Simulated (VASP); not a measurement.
Runs of VASP 6.6.1 on Ag. The structure is that of space group Fm-3m (No. 225), or close to it. The cells are those of the table. 

```tsv
cell	gap on the mesh (eV)	pressure (GPa)
a = 2.959 Å, angles 60.0°, 1 atom	none	-2.4
a = 2.815 Å, angles 60.0°, 1 atom	none	15.5
a = 2.865 Å, angles 60.0°, 1 atom	none	(b)
a = 2.889 Å, angles 60.0°, 1 atom	none	(a)
a = 2.982 Å, angles 60.0°, 1 atom	none	-4.0
```

Alike in all rows: task single point; level PBE; potentials or basis VASP PAW PBE potentials, release 64 (Ag); no spin polarisation; k mesh 11 × 11 × 11; cutoff (eV) 520; smearing fermi-dirac 0.1 eV.

Q: Fill in the values left out.

A: (a) 4.4; (b) 7.5.

A k mesh can miss the band edges, and the runs leave out spin-orbit coupling on Ag.

A gap of «none» marks levels without a gap at the run's occupations.
